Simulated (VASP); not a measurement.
# Si16O (a cell with a defect) in VASP: notebook

Si16O (a cell with a defect) is run at these levels: PBEsol; tasks: single point.

Program: VASP 6.6.1. These are calculated values, not measurements. Logs are shortened: lines on timing, memory, paths and dates and some standing lists are left out, and cuts for length are marked.

## (1) The cell of the first run

The cell holds a defect, 17 atoms: a = 7.685 Å, b = 7.685 Å, c = 7.685 Å, α = 60.00°, β = 60.00°, γ = 60.00°.

## (2) Single point, PBEsol (with an interstitial atom, then relaxed in part)

File INCAR:

```
PREC = Accurate ; ENCUT = 520
EDIFF = 1E-6 ; ISMEAR = 0
SIGMA = 0.02 ; LREAL = Auto
LASPH = True ; NELM = 60
ALGO = Normal ; ISIF = 2
LWAVE = False ; LCHARG = False
GGA = PS ; NBANDS = 49
```

File KPOINTS:

```
regular mesh
0
Gamma
  3 3 3
```

File POSCAR:

```
Si16O
1.0
    0.0000000000      5.4338342766     -5.4338342766
    5.4338342766      5.4338342766      0.0000000000
    5.4338342766      0.0000000000     -5.4338342766
Si O
16 1
Direct
    0.1755329185      0.0844296081      0.1026621360
    0.1282425317      0.6295743508      0.1173246592
    0.5756232843      0.1319529296      0.1237584356
    0.6751563706      0.6019301043      0.0981831850
    0.1148317314      0.1250834185      0.6303349075
    0.1417376998      0.6264765788      0.6040751093
    0.6250033534      0.1281756280      0.6174727991
    0.6273666443      0.6286334010      0.6123616723
    0.3045321423      0.7139392862      0.2312041734
    0.2049715327      0.2577443200      0.2567868617
    0.7520810497      0.7574318190      0.2375972044
    0.7049141209      0.2449769163      0.2519841956
    0.2530948673      0.7507193615      0.7425679028
    0.2560270611      0.2529159380      0.7370960407
    0.7657143747      0.7523927572      0.7246145685
    0.7387995722      0.2545277113      0.7508897665
   -0.0597451916      0.0683520131      0.1767191220
```

Potentials or basis: VASP PAW PBE potentials, release 64 (Si, O).

Launch:

```console
$ cat potpaw_PBE.64/Si/POTCAR potpaw_PBE.64/O/POTCAR > POTCAR
$ mpirun -np 1 vasp_std > vasp.out
```

OUTCAR:

```text
PREC = Accurate
   ENCUT = 520
   EDIFF = 1E-6
   ISMEAR = 0
   LREAL = Auto
   LASPH = True
   NELM = 60
   ISIF = 2
   GGA = PS

 ion  position               nearest neighbor table
   1  0.176  0.084  0.103-  17 1.65  10 2.32  14 2.32   9 2.33  12 2.95
   2  0.128  0.630  0.117-  13 2.35  10 2.35  11 2.36   9 2.38
   3  0.576  0.132  0.124-  12 2.33  10 2.33  16 2.36  11 2.38
   4  0.675  0.602  0.098-  12 2.32   9 2.33  11 2.35  15 2.36
   5  0.115  0.125  0.630-  13 2.35  10 2.36  16 2.36  14 2.36
   6  0.142  0.626  0.604-  14 2.35  13 2.35   9 2.36  15 2.36
   7  0.625  0.128  0.617-  14 2.32  12 2.32  16 2.35  15 2.36
   8  0.627  0.629  0.612-  13 2.35  16 2.35  15 2.35  11 2.35
   9  0.305  0.714  0.231-   1 2.33   4 2.33   6 2.36   2 2.38
  10  0.205  0.258  0.257-   1 2.32   3 2.33   2 2.35   5 2.36
  11  0.752  0.757  0.238-   8 2.35   4 2.35   2 2.36   3 2.38
  12  0.705  0.245  0.252-  17 1.65   4 2.32   7 2.32   3 2.33   1 2.95
  13  0.253  0.751  0.743-   8 2.35   6 2.35   5 2.35   2 2.35
  14  0.256  0.253  0.737-   7 2.32   1 2.32   6 2.35   5 2.36
  15  0.766  0.752  0.725-   8 2.35   4 2.36   6 2.36   7 2.36
  16  0.739  0.255  0.751-   7 2.35   8 2.35   3 2.36   5 2.36
  17  0.940  0.068  0.177-  12 1.65   1 1.65

  LATTYP: Found a face centered cubic cell.
 ALAT       =    10.8676685532

  Lattice vectors:

 A1 = (   0.0000000000,   5.4338342766,  -5.4338342766)
 A2 = (   5.4338342766,   5.4338342766,   0.0000000000)
 A3 = (   5.4338342766,   0.0000000000,  -5.4338342766)

Analysis of symmetry for initial positions (statically):
=====================================================================
 Subroutine PRICEL returns:
 Original cell was already a primitive cell.

 Routine SETGRP: Setting up the symmetry group for a
 face centered cubic supercell.

 Subroutine GETGRP returns: Found  1 space group operations
 (whereof  1 operations were pure point group operations)
 out of a pool of 48 trial point group operations.

The static configuration has the point symmetry C_1 .

Analysis of symmetry for dynamics (positions and initial velocities):
=====================================================================
 Subroutine PRICEL returns:
 Original cell was already a primitive cell.

 Routine SETGRP: Setting up the symmetry group for a
 face centered cubic supercell.

 Subroutine GETGRP returns: Found  1 space group operations
 (whereof  1 operations were pure point group operations)
 out of a pool of 48 trial point group operations.

[... 120 lines left out ...]
   LREAL  =      T    real-space projection
   EDIFFG = 0.1E-04   stopping-criterion for IOM
   NSW    =      0    number of steps for IOM
[... 5 lines left out ...]
   TEBEG  =    0.0;   TEEND  =   0.0 temperature during run
   PSTRESS=    0.0 pullay stress
   NELECT =      70.0000    total number of electrons
   NUPDOWN=      -1.0000    fix difference up-down
   EMIN   =  10.00;   EMAX   =-10.00  energy-range for DOS
   EFERMI =   0.00;   METHOD = LEGACY
   ISMEAR =     0;   SIGMA  =   0.02  broadening in eV -4-tet -1-fermi 0-gaus
   EFERMI_NEDOS =   21; number of points for ismear=-14 and -15
   IALGO  =     38    algorithm
   IMIX   =      4    mixing-type and parameters
     AMIX     =   0.40;   BMIX     =  1.00
     AMIX_MAG =   1.60;   BMIX_MAG =  1.00
  volume/ion in A,a.u.               =      18.88       127.38
  Fermi-wavevector in a.u.,A,eV,Ry     =   0.985503  1.862330 13.214188  0.971215
  Thomas-Fermi vector in A             =   2.116814
   LORBIT       =      0    0 simple, 1 ext, 2 COOP (PROOUT), +10 PAW based schemes
   GGA     = PS    functional components
   LHFCALC =     F    Hartree Fock is set to
   AEXX    =    0.0000 exact exchange contribution
   IVDW    =     0    specifies the selected vdW correction
   LEPSILON=     F    determine dielectric tensor
   LRPA    =     F    only Hartree local field effects (RPA)
 non-spin polarized calculation
 Gauss-broadening in eV      SIGMA  =   0.02
  energy-cutoff  :      520.00
  volume of cell :      320.88
 maximum number of plane-waves:      8657
 NGX is ok and might be reduce to    60
   NGX = 29   NGY = 29   NGZ = 29

 number of electron      69.9999998 magnetization

 Free energy of the ion-electron system (eV)
  ---------------------------------------------------
  ext. energy  EPLUGINS =         0.00000000
  ---------------------------------------------------
  free energy    TOTEN  =       -99.39246804 eV

  energy without entropy =      -99.39246804  energy(sigma->0) =      -99.39246804

 E-fermi :   5.9084     XC(G=0):  -9.6818

 val. band max:        5.7944917344   @ k =   0.0000   0.0000   0.0000
 cond. band min:       6.1941632473   @ k =   0.0000   0.0000   0.0000
 fundamental gap:      0.3996715129
 Fermi energy:         5.9084055368

 k-point     1 :       0.0000    0.0000    0.0000
  band No.  band energies     occupation
      1     -14.5231      2.00000
      2      -5.9115      2.00000
      3      -4.5358      2.00000
      4      -3.7785      2.00000
      5      -3.7586      2.00000
      6      -3.4067      2.00000
[... 689 lines left out ...]
     46       9.4531      0.00000
     47       9.5369      0.00000
 [bands above 47 left out]

------------------------ aborting loop because EDIFF is reached ----------------------------------------

  FORCE on cell =-STRESS in cart. coord.  units (eV):
  Direction    XX          YY          ZZ          XY          YZ          ZX
  --------------------------------------------------------------------------------------
  -------------------------------------------------------------------------------------
  Total        4.1722810      4.1758916      4.7247493     -3.0040738     -2.5085358      2.5220185
  in kB       20.8321919     20.8502198     23.5906653    -14.9993354    -12.5251149     12.5924343
  external PRESSURE =      21.7576923 kB  Pullay stress =       0.0000000 kB

 VOLUME and BASIS-vectors are now :
 -----------------------------------------------------------------------------
  energy-cutoff  :      520.00
  volume of cell :      320.88
      direct lattice vectors                 reciprocal lattice vectors
     0.000000000  5.433834277 -5.433834277    -0.092016056  0.092016056 -0.092016056
     5.433834277  5.433834277  0.000000000     0.092016056  0.092016056  0.092016056
     5.433834277  0.000000000 -5.433834277     0.092016056 -0.092016056 -0.092016056

 POSITION                                       TOTAL-FORCE (eV/Angst)
 -----------------------------------------------------------------------------------
      1.01663      1.41259     -1.51167        -0.029021      0.073276     -0.052427
      4.05853      4.11785     -1.33437         0.000829     -0.000168      0.000294
      1.38949      3.84485     -3.80032        -0.000885     -0.001699     -0.000268
      3.80430      6.93948     -4.20220        -0.001349      0.001403     -0.002485
      4.10482      1.30366     -4.04911         0.004164      0.002685      0.000487
      6.68661      4.17435     -4.05262        -0.000522      0.000190      0.002065
[... 9 lines left out ...]
      5.46327      5.39758     -8.09472         0.002763     -0.002171     -0.002536
      1.33168      5.48060     -6.06945        -0.046199     -0.048594     -0.000917
 -----------------------------------------------------------------------------------
    total drift:                               -0.005239      0.004070      0.003495

  FREE ENERGIE OF THE ION-ELECTRON SYSTEM (eV)
  ---------------------------------------------------
  free  energy   TOTEN  =       -99.3924680422 eV

  energy  without entropy=      -99.3924680422  energy(sigma->0) =      -99.39246804
```

OSZICAR:

```text
N       E                     dE             d eps       ncg     rms          rms(c)
DAV:   1     0.198483853386E+03    0.19848E+03   -0.27747E+04  1372   0.120E+03
DAV:   2    -0.818494055539E+02   -0.28033E+03   -0.26695E+03  1700   0.186E+02
DAV:   3    -0.102318189815E+03   -0.20469E+02   -0.20259E+02  1719   0.480E+01
DAV:   4    -0.102729279760E+03   -0.41109E+00   -0.40976E+00  1728   0.813E+00
DAV:   5    -0.102737129694E+03   -0.78499E-02   -0.78462E-02  1712   0.110E+00    0.169E+01
DAV:   6    -0.997437744491E+02    0.29934E+01   -0.78415E+00  2000   0.156E+01    0.999E+00
DAV:   7    -0.995170743455E+02    0.22670E+00   -0.36225E+00  1568   0.666E+00    0.404E+00
DAV:   8    -0.994229239570E+02    0.94150E-01   -0.10435E+00  1992   0.572E+00    0.147E+00
DAV:   9    -0.993821113981E+02    0.40813E-01   -0.34015E-01  1920   0.322E+00    0.400E-01
DAV:  10    -0.993955524631E+02   -0.13441E-01   -0.16228E-01  1608   0.148E+00    0.499E-01
DAV:  11    -0.993917419275E+02    0.38105E-02   -0.22206E-02  2184   0.892E-01    0.127E-01
DAV:  12    -0.993924303874E+02   -0.68846E-03   -0.55843E-03  1576   0.311E-01    0.594E-02
DAV:  13    -0.993924618966E+02   -0.31509E-04   -0.49592E-04  1616   0.855E-02    0.279E-02
DAV:  14    -0.993924670817E+02   -0.51850E-05   -0.19234E-05  1976   0.277E-02    0.152E-02
DAV:  15    -0.993924680422E+02   -0.96052E-06   -0.86965E-06  1600   0.109E-02
   1 F= -.99392468E+02 E0= -.99392468E+02  d E =-.340560E-17
```

Run time: 2.6 min. Hardware: 1 thread of Intel Xeon 6975P-C (Granite Rapids), shared host; peak memory 0.52 GiB.

What came out:

| Property | Result |
| --- | --- |
| Free energy | -99.3925 eV |
| Pressure | 2.2 GPa |
| Largest force | 0.095 eV/Å |
| Band gap on the k mesh | 0.40 eV |

Forces on the atoms (eV/Å):
```
Si  -0.029  0.073 -0.052
Si   0.001  0.000  0.000
Si  -0.001 -0.002  0.000
Si  -0.001  0.001 -0.002
Si   0.004  0.003  0.000
Si  -0.001  0.000  0.002
Si  -0.001  0.003  0.000
Si  -0.001  0.001  0.000
Si  -0.003 -0.001 -0.001
Si   0.000 -0.003  0.002
Si   0.001  0.001  0.000
Si   0.072 -0.031  0.053
Si  -0.001  0.002  0.002
Si   0.000  0.000 -0.001
Si   0.001  0.003  0.002
Si   0.003 -0.002 -0.003
O   -0.046 -0.049 -0.001
```

Stress tensor (GPa, compression positive):
```
 2.08 -1.50  1.26
-1.50  2.09 -1.25
 1.26 -1.25  2.36
```

Caveat: the cell differs from its parent crystal (with an interstitial atom, then relaxed in part); the PAW data sets were made with another functional, which shifts forces and pressure a little.

## (3) Single point, PBEsol

INCAR: that of step 2 with these lines changed.

```diff
@@ -3,3 +3,3 @@
 SIGMA = 0.02 ; LREAL = Auto
-LASPH = True ; NELM = 60
+LASPH = True ; NELM = 80
 ALGO = Normal ; ISIF = 2
```

KPOINTS is that of step 2.

File POSCAR:

```
Si16O
1.0
    0.0000000000      5.4338342766     -5.4338342766
    5.4338342766      5.4338342766      0.0000000000
    5.4338342766      0.0000000000     -5.4338342766
Si O
16 1
Direct
    0.1728021968      0.0817753132      0.1127011736
    0.1255118329      0.6269200212      0.1273637481
    0.5728925178      0.1292985697      0.1337976028
    0.6724256416      0.5992758215      0.1082222000
    0.1121009528      0.1224290190      0.6403739648
    0.1390069077      0.6238222087      0.6141141467
    0.6222726583      0.1255212186      0.6275118685
    0.6246358146      0.6259790650      0.6224007446
    0.3018014383      0.7112848503      0.2412432793
    0.2022408016      0.2550900395      0.2668259513
    0.7493503285      0.7547774355      0.2476362788
    0.7021833582      0.2423226276      0.2620232653
    0.2503640948      0.7480649562      0.7526070527
    0.2532963705      0.2502614969      0.7471351339
    0.7629837034      0.7497383602      0.7346536160
    0.7360688229      0.2518733422      0.7609288008
   -0.0624759576      0.0656976238      0.1867581800
```

Potentials or basis: VASP PAW PBE potentials, release 64 (Si, O).

Launch:

```console
$ cat potpaw_PBE.64/Si/POTCAR potpaw_PBE.64/O/POTCAR > POTCAR
$ mpirun -np 1 vasp_std > vasp.out
```

Wall time 2.9 min (1 thread of Intel Xeon 6975P-C (Granite Rapids), shared host); peak memory 0.52 GiB.

The run converged. Its results:

| Quantity | Value |
| --- | --- |
| Free energy | -99.3922 eV |
| Pressure | 2.2 GPa |
| Largest force | 0.098 eV/Å |
| Band gap on the k mesh | 0.40 eV |

Forces on the atoms (eV/Å):
```
Si  -0.032  0.076 -0.054
Si   0.002  0.001 -0.002
Si  -0.003  0.000 -0.001
Si  -0.001  0.001 -0.002
Si   0.001  0.001 -0.001
Si  -0.001  0.000  0.002
Si   0.001  0.001  0.000
Si   0.000  0.000  0.001
Si  -0.002 -0.003 -0.002
Si   0.002 -0.001  0.000
Si   0.002  0.002  0.002
Si   0.074 -0.031  0.054
Si   0.000  0.000  0.002
Si   0.001 -0.001  0.000
Si   0.000  0.002  0.003
Si   0.000 -0.001  0.001
O   -0.046 -0.048  0.000
```

Stress tensor (GPa, compression positive):
```
 2.09 -1.50  1.26
-1.50  2.09 -1.25
 1.26 -1.25  2.36
```

Levels at points of the mesh, in eV from the valence-band top:
| k point | band 32 | band 33 | band 34 | band 35 | band 36 | band 37 | band 38 | band 39 |
| --- | --- | --- | --- | --- | --- | --- | --- | --- |
| (0.00, 0.00, 0.00) | -0.93 | -0.33 | -0.07 | 0.00 | 0.40 | 0.69 | 0.73 | 0.90 |

Caveat: the PAW data sets were made with another functional, which shifts forces and pressure a little.

## (4) Single point, PBEsol

File INCAR:

```
SYSTEM = Si16O
PREC = Accurate
ENCUT = 520
EDIFF = 1E-6
ISMEAR = 0
SIGMA = 0.02
LREAL = Auto
LASPH = .True.
NELM = 100
ALGO = Normal
ISIF = 2
LWAVE = .False.
LCHARG = .False.
GGA = PS
NBANDS = 49
```

File KPOINTS:

```
Automatic mesh
0
Gamma
  3 3 3
  0 0 0
```

File POSCAR:

```
Si16O
1.0
    0.0000000000      5.4338342766     -5.4338342766
    5.4338342766      5.4338342766      0.0000000000
    5.4338342766      0.0000000000     -5.4338342766
Si O
16 1
Direct
    0.1728166433      0.0815291703      0.1326773993
    0.1389312705      0.6238709772      0.1231265927
    0.6217037230      0.1256930126      0.1247384380
    0.6727591998      0.5991566607      0.1199099875
    0.1120163901      0.1223757417      0.6252615238
    0.1256497650      0.6267640540      0.6202224485
    0.5731986552      0.1293295791      0.6637150337
    0.6246359067      0.6260360230      0.6269350198
    0.3021074837      0.7109885586      0.2457014572
    0.2527274352      0.2503057566      0.2494787163
    0.7628989566      0.7499040811      0.2525709159
    0.7021978047      0.2422787360      0.2932247137
    0.2503640948      0.7480156356      0.7490210030
    0.2025743598      0.2549235824      0.7757243385
    0.7494882605      0.7547953786      0.7480800468
    0.7359930937      0.2519433664      0.7511777673
   -0.0625240820      0.0649799906      0.3093023111
```

Launch:

```console
$ cat potpaw_PBE.64/Si/POTCAR potpaw_PBE.64/O/POTCAR > POTCAR
$ mpirun -np 1 vasp_std > vasp.out
```

Wall time 5.7 min (1 thread of Intel Xeon Platinum 8488C (Sapphire Rapids), shared host); peak memory 0.52 GiB.

The run converged. Its results:

* Free energy: -99.3922 eV
* Pressure: 2.2 GPa
* Largest force: 0.098 eV/Å
* Band gap on the k mesh: 0.40 eV

Forces in eV/Å, atoms in the order of the input:
```
Si  -0.055  0.074 -0.032
Si   0.001  0.000 -0.002
Si   0.000 -0.001  0.001
Si  -0.001  0.001 -0.001
Si  -0.002  0.001  0.001
Si  -0.002  0.003  0.003
Si   0.000 -0.001 -0.004
Si   0.001  0.000  0.000
Si  -0.001 -0.002 -0.001
Si   0.000  0.000  0.002
Si   0.001  0.002  0.001
Si   0.053 -0.030  0.075
Si   0.001 -0.001  0.000
Si   0.001  0.000  0.002
Si   0.000  0.002  0.000
Si   0.000  0.000 -0.001
O    0.003 -0.048 -0.046
```

Stress tensor (GPa, compression positive):
```
 2.36 -1.26  1.25
-1.26  2.08 -1.50
 1.25 -1.50  2.09
```

Levels at points of the mesh, in eV from the valence-band top:
| k point | band 32 | band 33 | band 34 | band 35 | band 36 | band 37 | band 38 | band 39 |
| --- | --- | --- | --- | --- | --- | --- | --- | --- |
| (0.00, 0.00, 0.00) | -0.93 | -0.33 | -0.07 | 0.00 | 0.40 | 0.69 | 0.73 | 0.90 |

Caveat: the PAW data sets were made with another functional, which shifts forces and pressure a little.
